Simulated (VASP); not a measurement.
# LiF (P6_3mc) in VASP: further runs

LiF is run at these levels: PBE; tasks: single point.

All numbers are computed with VASP 6.6.1; they aren't measurements. Logs are shortened: lines on timing, memory, paths and dates and some standing lists are left out, and cuts for length are marked.

**1. The cell of the first run**

Symmetry: P6_3mc, No. 186, hexagonal system. The conventional cell has a = 3.073 Å, b = 3.073 Å, c = 5.275 Å, α = 90.00°, β = 90.00°, γ = 120.00°. Li (site symmetry 3m) has 4 F at 1.87 to 2.04 Å within 2.5 Å. F (site symmetry 3m) has 4 Li at 1.87 to 2.04 Å within 2.5 Å.

**2. Single point, PBE (volume 10.785 Å^3 an atom, c/a of the conventional cell 1.7166)**

Input file INCAR:

```
ALGO     = Normal         # electronic algorithm
EDIFF    = 1E-6           # SCF threshold, eV
ENCUT    = 520            # plane-wave cutoff, eV
GGA      = PE             # functional
ISIF     = 2              # what is computed and relaxed
ISMEAR   = 0              # smearing method
LASPH    = T              # aspherical terms in the spheres
LCHARG   = T              # write CHGCAR
LELF     = T              # ELF
LREAL    = F              # projectors in reciprocal space
LVHAR    = T            
LWAVE    = F              # write WAVECAR
NBANDS   = 18             # bands
NELM     = 60             # most SCF steps
PREC     = Accurate       # precision mode
SIGMA    = 0.05           # smearing width, eV
```

Input file KPOINTS:

```
k-points
0
Gamma
  9 9 6
```

Input file POSCAR:

```
LiF
1.0
    3.0729828296      0.0000000000      0.0000000000
   -1.5364914148      2.6612811958      0.0000000000
    0.0000000000      0.0000000000      5.2750823253
Li F
2 2
Direct
    0.3333333333      0.6666666667      0.3810713234
    0.6666666667      0.3333333333      0.8810713234
    0.3333333333      0.6666666667      0.9939266766
    0.6666666667      0.3333333333      0.4939266766
```

Potentials or basis: VASP PAW PBE potentials, release 64 (Li_sv, F).

Run with:

```console
$ cat potpaw_PBE.64/Li_sv/POTCAR potpaw_PBE.64/F/POTCAR > POTCAR
$ mpirun -np 1 vasp_std > vasp.out
```

OUTCAR:

```text
EDIFF = 1E-6
   ENCUT = 520
   GGA = PE
   ISIF = 2
   ISMEAR = 0
   LASPH = T
   LREAL = F
   NELM = 60
   PREC = Accurate

 ion  position               nearest neighbor table
   1  0.333  0.667  0.381-   4 1.87   4 1.87   4 1.87   3 2.04
   2  0.667  0.333  0.881-   3 1.87   3 1.87   3 1.87   4 2.04
   3  0.333  0.667  0.994-   2 1.87   2 1.87   2 1.87   1 2.04
   4  0.667  0.333  0.494-   1 1.87   1 1.87   1 1.87   2 2.04

  LATTYP: Found a hexagonal cell.
 ALAT       =     3.0729828296
 C/A-ratio  =     1.7166000000

  Lattice vectors:

 A1 = (   3.0729828296,   0.0000000000,   0.0000000000)
 A2 = (  -1.5364914148,   2.6612811958,   0.0000000000)
 A3 = (   0.0000000000,   0.0000000000,   5.2750823253)

Analysis of symmetry for initial positions (statically):
=====================================================================
 Subroutine PRICEL returns:
 Original cell was already a primitive cell.

 Routine SETGRP: Setting up the symmetry group for a
 hexagonal supercell.

 Subroutine GETGRP returns: Found 12 space group operations
 (whereof  6 operations were pure point group operations)
 out of a pool of 24 trial point group operations.

The static configuration has the point symmetry C_3v.
 The point group associated with its full space group is C_6v.

Analysis of symmetry for dynamics (positions and initial velocities):
=====================================================================
 Subroutine PRICEL returns:
 Original cell was already a primitive cell.

 Routine SETGRP: Setting up the symmetry group for a
 hexagonal supercell.

 Subroutine GETGRP returns: Found 12 space group operations
 (whereof  6 operations were pure point group operations)
 out of a pool of 24 trial point group operations.

The dynamic configuration has the point symmetry C_3v.
 The point group associated with its full space group is C_6v.

 Subroutine INISYM returns: Found 12 space group operations
 (whereof  6 operations are pure point group operations),
 and found     1 'primitive' translations

----------------------------------------------------------------------------------------

                                     Primitive cell

  volume of cell :      43.1400

  direct lattice vectors                    reciprocal lattice vectors
     3.072982830  0.000000000  0.000000000     0.325416722  0.187879432  0.000000000
    -1.536491415  2.661281196  0.000000000     0.000000000  0.375758864  0.000000000
     0.000000000  0.000000000  5.275082325     0.000000000  0.000000000  0.189570501

  length of vectors
     3.072982830  3.072982830  5.275082325     0.375758864  0.375758864  0.189570501

  position of ions in fractional coordinates (direct lattice)
     0.333333333  0.666666667  0.381071323
     0.666666667  0.333333333  0.881071323
     0.333333333  0.666666667  0.993926677
     0.666666667  0.333333333  0.493926677

  ion indices of the primitive-cell ions
   primitive index   ion index
                 1           1
                 2           2
                 3           3
                 4           4

----------------------------------------------------------------------------------------

 KPOINTS: k-points

Automatic generation of k-mesh.
 Grid dimensions read from file:
 generate k-points for:    9    9    6

 Generating k-lattice:

  Cartesian coordinates                     Fractional coordinates (reciprocal lattice)
     0.036157414  0.020875492  0.000000000     0.111111111  0.000000000  0.000000000
     0.000000000  0.041750985  0.000000000     0.000000000  0.111111111  0.000000000
     0.000000000  0.000000000  0.031595084     0.000000000  0.000000000  0.166666667

  Length of vectors
     0.041750985  0.041750985  0.031595084

  Shift w.r.t. Gamma in fractional coordinates (k-lattice)
     0.000000000  0.000000000  0.000000000

 Subroutine IBZKPT returns following result:
 ===========================================

 Found     48 irreducible k-points:

 Following reciprocal coordinates:
            Coordinates               Weight
  0.000000  0.000000  0.000000      1.000000
  0.111111  0.000000  0.000000      6.000000
  0.222222 -0.000000  0.000000      6.000000
  0.333333  0.000000  0.000000      6.000000
  0.444444 -0.000000  0.000000      6.000000
  0.111111  0.111111  0.000000      6.000000
[... 16 lines left out ...]
  0.333333  0.222222  0.166667     24.000000
  0.333333  0.333333  0.166667      4.000000
 [... further k-points ...]
   k-points           NKPTS =     48   k-points in BZ     NKDIM =     48   number of bands    NBANDS=     18
   number of dos      NEDOS =    301   number of ions     NIONS =      4
   total plane-waves  NPLWV =  23040
   dimension x,y,z NGX =    24 NGY =   24 NGZ =   40
   dimension x,y,z NGXF=    48 NGYF=   48 NGZF=   80
   ions per type =               2   2
   NGX,Y,Z   is equivalent  to a cutoff of  12.98, 12.98, 12.61 a.u.
   NGXF,Y,Z  is equivalent  to a cutoff of  25.97, 25.97, 25.21 a.u.
 SYSTEM =  unknown system
   PREC   = accura    normal or accurate (medium, high low for compatibility)
   ISTART =      0    job   : 0-new  1-cont  2-samecut
   ICHARG =      2    charge: 1-file 2-atom 10-const
   ISPIN  =      1    spin polarized calculation?
   LNONCOLLINEAR =      F non collinear calculations
   LSORBIT =      F    spin-orbit coupling
   LASPH  =      T    aspherical Exc in radial PAW
   ENCUT  =  520.0 eV  38.22 Ry    6.18 a.u.   5.71  5.71  9.81*2*pi/ulx,y,z
   NELM   =     60;   NELMIN=  2; NELMDL= -5     # of ELM steps
   EDIFF  = 0.1E-05   stopping-criterion for ELM
   LREAL  =      F    real-space projection
   EDIFFG = 0.1E-04   stopping-criterion for IOM
   NSW    =      0    number of steps for IOM
   IBRION =     -1    ionic relax: 0-MD 1-quasi-New 2-CG
   NFREE  =      0    steps in history (QN), initial steepest desc. (CG)
   ISIF   =      2    stress and relaxation
   ISYM   =      2    0-nonsym 1-usesym 2-fastsym
   POTIM  = 0.5000    time-step for ionic-motion
   TEBEG  =    0.0;   TEEND  =   0.0 temperature during run
   PSTRESS=    0.0 pullay stress
   NELECT =      20.0000    total number of electrons
   NUPDOWN=      -1.0000    fix difference up-down
   EMIN   =  10.00;   EMAX   =-10.00  energy-range for DOS
   EFERMI =   0.00;   METHOD = LEGACY
   ISMEAR =     0;   SIGMA  =   0.05  broadening in eV -4-tet -1-fermi 0-gaus
   EFERMI_NEDOS =   21; number of points for ismear=-14 and -15
   IALGO  =     38    algorithm
   IMIX   =      4    mixing-type and parameters
     AMIX     =   0.40;   BMIX     =  1.00
     AMIX_MAG =   1.60;   BMIX_MAG =  1.00
  volume/ion in A,a.u.               =      10.78        72.78
  Fermi-wavevector in a.u.,A,eV,Ry     =   1.267043  2.394365 21.842775  1.605399
  Thomas-Fermi vector in A             =   2.400212
   LORBIT       =      0    0 simple, 1 ext, 2 COOP (PROOUT), +10 PAW based schemes
   GGA     = PE    functional components
   LHFCALC =     F    Hartree Fock is set to
   AEXX    =    0.0000 exact exchange contribution
   IVDW    =     0    specifies the selected vdW correction
   LEPSILON=     F    determine dielectric tensor
   LRPA    =     F    only Hartree local field effects (RPA)
 non-spin polarized calculation
 Gauss-broadening in eV      SIGMA  =   0.05
  energy-cutoff  :      520.00
  volume of cell :       43.14
 maximum number of plane-waves:      1184
 NGX is ok and might be reduce to    24
   NGX = 11   NGY = 11   NGZ = 19

 number of electron      20.0000015 magnetization

 Free energy of the ion-electron system (eV)
  ---------------------------------------------------
  ext. energy  EPLUGINS =         0.00000000
  ---------------------------------------------------
  free energy    TOTEN  =       -19.24240229 eV

  energy without entropy =      -19.24240229  energy(sigma->0) =      -19.24240229

 E-fermi :  -2.6525     XC(G=0):  -8.4667

 val. band max:       -2.9294724042   @ k =   0.0000   0.0000   0.0000
 cond. band min:       4.5264463474   @ k =   0.0000   0.0000   0.0000
 fundamental gap:      7.4559187516
 Fermi energy:        -2.6524662846

 k-point     1 :       0.0000    0.0000    0.0000
  band No.  band energies     occupation
      1     -43.4910      2.00000
      2     -43.4713      2.00000
      3     -22.1378      2.00000
      4     -21.9877      2.00000
      5      -4.7376      2.00000
      6      -3.1171      2.00000
[... 10 lines left out ...]
     17      16.6452      0.00000
     18      16.6452      0.00000

 k-point     2 :       0.1111    0.0000    0.0000
  band No.  band energies     occupation
      1     -43.4881      2.00000
      2     -43.4693      2.00000
      3     -22.1224      2.00000
      4     -21.9799      2.00000
      5      -4.6746      2.00000
      6      -3.2640      2.00000
[... 10 lines left out ...]
     17      16.6831      0.00000
     18      16.7744      0.00000

 k-point     3 :       0.2222   -0.0000    0.0000
  band No.  band energies     occupation
      1     -43.4803      2.00000
      2     -43.4644      2.00000
      3     -22.0811      2.00000
      4     -21.9607      2.00000
      5      -4.5148      2.00000
      6      -3.6629      2.00000
[... 10 lines left out ...]
     17      16.6677      0.00000
     18      16.7201      0.00000

 k-point     4 :       0.3333    0.0000    0.0000
  band No.  band energies     occupation
      1     -43.4708      2.00000
      2     -43.4594      2.00000
      3     -22.0284      2.00000
      4     -21.9428      2.00000
      5      -4.4435      2.00000
      6      -3.9774      2.00000
[... 10 lines left out ...]
     17      16.3286      0.00000
     18      16.5440      0.00000

 k-point     5 :       0.4444   -0.0000    0.0000
  band No.  band energies     occupation
      1     -43.4639      2.00000
      2     -43.4567      2.00000
      3     -21.9870      2.00000
      4     -21.9367      2.00000
      5      -4.6157      2.00000
      6      -4.0734      2.00000
[... 10 lines left out ...]
     17      16.0922      0.00000
     18      16.8015      0.00000

 k-point     6 :       0.1111    0.1111    0.0000
  band No.  band energies     occupation
      1     -43.4827      2.00000
      2     -43.4659      2.00000
      3     -22.0939      2.00000
      4     -21.9663      2.00000
      5      -4.5593      2.00000
      6      -3.5227      2.00000
[... 10 lines left out ...]
     17      16.7020      0.00000
     18      17.0886      0.00000

 k-point     7 :       0.2222    0.1111    0.0000
  band No.  band energies     occupation
      1     -43.4740      2.00000
      2     -43.4609      2.00000
      3     -22.0464      2.00000
      4     -21.9476      2.00000
      5      -4.3928      2.00000
      6      -3.9689      2.00000
[... 10 lines left out ...]
     17      16.4495      0.00000
     18      17.2030      0.00000

 k-point     8 :       0.3333    0.1111    0.0000
  band No.  band energies     occupation
      1     -43.4656      2.00000
      2     -43.4572      2.00000
      3     -21.9982      2.00000
      4     -21.9363      2.00000
      5      -4.5003      2.00000
      6      -4.0712      2.00000
[... 10 lines left out ...]
     17      15.8576      0.00000
     18      17.0272      0.00000
[... 229 lines left out ...]
     17      16.3165      0.00000
     18      16.9283      0.00000

 k-point    20 :       0.3333    0.1111    0.1667
  band No.  band energies     occupation
      1     -43.4651      2.00000
      2     -43.4578      2.00000
      3     -21.9943      2.00000
      4     -21.9406      2.00000
      5      -4.4835      2.00000
      6      -4.1076      2.00000
[... 10 lines left out ...]
     17      15.9009      0.00000
     18      16.9243      0.00000

 k-point    21 :       0.4444    0.1111    0.1667
  band No.  band energies     occupation
      1     -43.4615      2.00000
      2     -43.4567      2.00000
      3     -21.9721      2.00000
      4     -21.9392      2.00000
      5      -4.6076      2.00000
      6      -4.1351      2.00000
[... 10 lines left out ...]
     17      15.5756      0.00000
     18      16.9461      0.00000

 k-point    22 :       0.2222    0.2222    0.1667
  band No.  band energies     occupation
      1     -43.4657      2.00000
      2     -43.4580      2.00000
      3     -21.9983      2.00000
      4     -21.9407      2.00000
      5      -4.3252      2.00000
      6      -4.2222      2.00000
[... 10 lines left out ...]
     17      15.8881      0.00000
     18      17.4546      0.00000

 k-point    23 :       0.3333    0.2222    0.1667
  band No.  band energies     occupation
      1     -43.4601      2.00000
      2     -43.4563      2.00000
      3     -21.9649      2.00000
      4     -21.9372      2.00000
      5      -4.5418      2.00000
      6      -4.0969      2.00000
[... 10 lines left out ...]
     17      15.3020      0.00000
     18      17.2681      0.00000

 k-point    24 :       0.3333    0.3333    0.1667
  band No.  band energies     occupation
      1     -43.4570      2.00000
      2     -43.4570      2.00000
      3     -21.9445      2.00000
      4     -21.9445      2.00000
      5      -4.5725      2.00000
      6      -3.9606      2.00000
[... 10 lines left out ...]
     17      14.9431      0.00000
     18      17.4488      0.00000

 [... further k-points ...]
[... 5 lines left out ...]
  --------------------------------------------------------------------------------------
  -------------------------------------------------------------------------------------
  Total        0.1606136      0.1606136     -1.4861320     -0.0000000      0.0000000      0.0000000
  in kB        5.9650320      5.9650320    -55.1934866     -0.0000000      0.0000000      0.0000000
  external PRESSURE =     -14.4211408 kB  Pullay stress =       0.0000000 kB

 VOLUME and BASIS-vectors are now :
 -----------------------------------------------------------------------------
  energy-cutoff  :      520.00
  volume of cell :       43.14
      direct lattice vectors                 reciprocal lattice vectors
     3.072982830  0.000000000  0.000000000     0.325416722  0.187879432  0.000000000
    -1.536491415  2.661281196  0.000000000     0.000000000  0.375758864  0.000000000
     0.000000000  0.000000000  5.275082325     0.000000000  0.000000000  0.189570501

 POSITION                                       TOTAL-FORCE (eV/Angst)
 -----------------------------------------------------------------------------------
     -0.00000      1.77419      2.01018        -0.000000     -0.000000     -0.161762
      1.53649      0.88709      4.64772         0.000000     -0.000000     -0.161762
     -0.00000      1.77419      5.24305         0.000000      0.000000      0.161762
      1.53649      0.88709      2.60550         0.000000     -0.000000      0.161762
 -----------------------------------------------------------------------------------
    total drift:                                0.000000      0.000000      0.000408

  FREE ENERGIE OF THE ION-ELECTRON SYSTEM (eV)
  ---------------------------------------------------
  free  energy   TOTEN  =       -19.2424022945 eV

  energy  without entropy=      -19.2424022945  energy(sigma->0) =      -19.24240229
```

Wall time 62 s (1 thread of AMD EPYC 7R13, shared host); peak memory 0.14 GiB.

What came out:

```yaml
Free_energy: -19.2424 eV
Largest_force: 0.162 eV/Å
Band_gap_on_the_k_mesh: 7.46 eV, direct
```

Forces on the atoms (eV/Å):
```
Li   0.000  0.000 -0.162
Li   0.000  0.000 -0.162
F    0.000  0.000  0.162
F    0.000  0.000  0.162
```

Levels at points of the mesh, in eV from the valence-band top:
```
           k point  band 6  band 7  band 8  band 9  band 10  band 11  band 12  band 13  band 14  band 15
(0.00, 0.00, 0.00)   -0.19   -0.19   -0.01    0.00     0.00     7.46    11.19    14.16    18.28    18.77
(0.00, 0.00, 0.50)   -0.98   -0.09   -0.09   -0.09    -0.09     8.99     8.99    16.29    16.29    19.01
```

Caveat: the cutoff is under 1.25 times the usual one of these potentials, so pressure, stress and relaxed cells hold a basis-set (Pulay) error. A k mesh can miss the band edges.

**3. Single point, PBE (volume 10.785 Å^3 an atom, c/a of the conventional cell 1.4325)**

Input file INCAR:

```
SYSTEM = LiF
PREC = Accurate
ENCUT = 520
EDIFF = 1E-7
ISMEAR = 0
SIGMA = 0.05
LREAL = .FALSE.
LASPH = .TRUE.
NELM = 80
ALGO = Normal
ISIF = 2
LWAVE = .FALSE.
LCHARG = .FALSE.
GGA = PE
NBANDS = 18
```

Input file KPOINTS:

```
regular mesh
0
G
  9 9 6
  0 0 0
```

Input file POSCAR:

```
LiF
1.0
    3.2640110936      0.0000000000      0.0000000000
   -1.6320055468      2.8267165253      0.0000000000
    0.0000000000      0.0000000000      4.6756958915
Li F
2 2
Direct
    0.3333333333      0.6666666667      0.3810713234
    0.6666666667      0.3333333333      0.8810713234
    0.3333333333      0.6666666667      0.9939266766
    0.6666666667      0.3333333333      0.4939266766
```

Potentials or basis: VASP PAW PBE potentials, release 64 (Li_sv, F).

Run with:

```console
$ cat potpaw_PBE.64/Li_sv/POTCAR potpaw_PBE.64/F/POTCAR > POTCAR
$ mpirun -np 1 vasp_std > vasp.out
```

Wall time 73 s (1 thread of AMD EPYC 7R13, shared host); peak memory 0.13 GiB.

It converged, with:

- Free energy: -19.2350 eV
- Largest force: 0.333 eV/Å
- Band gap on the k mesh: 7.31 eV, direct

Forces in eV/Å, atoms in the order of the input:
```
Li   0.000  0.000  0.333
Li   0.000  0.000  0.333
F    0.000  0.000 -0.333
F    0.000  0.000 -0.333
```

Levels at points of the mesh, in eV from the valence-band top:
```tsv
k point	band 6	band 7	band 8	band 9	band 10	band 11	band 12	band 13	band 14	band 15
(0.00, 0.00, 0.00)	-0.60	-0.60	-0.20	-0.20	0.00	7.31	11.99	14.94	17.21	17.21
(0.00, 0.00, 0.50)	-1.02	-0.40	-0.40	-0.40	-0.40	9.07	9.07	17.43	17.43	17.43
```

Caveat: the cutoff is under 1.25 times the usual one of these potentials, so pressure, stress and relaxed cells hold a basis-set (Pulay) error.
